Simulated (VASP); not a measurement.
HgPt3, 4 atoms in the cell. It takes space group Pm-3m (No. 221, cubic). Conventional cell: a = 4.073 Å, b = 4.073 Å, c = 4.073 Å, α = 90.00°, β = 90.00°, γ = 90.00°. Within 3.8 Å of Hg (site symmetry m-3m) lie 12 Pt at 2.88 Å. Pt (site symmetry 4/mmm) has 4 Hg at 2.88 Å and 8 Pt at 2.88 Å within 3.8 Å. 

* Program: VASP 6.6.1
* Task: single point
* Functional: PBEsol
* Dispersion: D3(BJ)
* Potentials or basis: VASP PAW PBE potentials, release 64 (Hg, Pt)
* Cutoff: 500 eV
* k mesh: 3 × 3 × 3
* Occupations: methfessel-paxton, width 0.1 eV
* Spin: no spin polarisation
* Dipole correction: no
* Further INCAR settings: ALGO = Normal; EDIFF = 1e-06; NBANDS = 29

Potentials or basis: VASP PAW PBE potentials, release 64 (Hg, Pt).

The run is started by

```console
$ cat potpaw_PBE.64/Hg/POTCAR potpaw_PBE.64/Pt/POTCAR > POTCAR
$ mpirun -np 1 vasp_std > vasp.out
```

Hardware: 1 thread of Intel Xeon 8259CL (shared host).

Problem. How long does it take, and how much memory?

Solution. Wall time 16 s on 1 thread of Intel Xeon 8259CL, on a shared host, peak memory 0.18 GiB. Counts: scf iterations 13, k points 4.
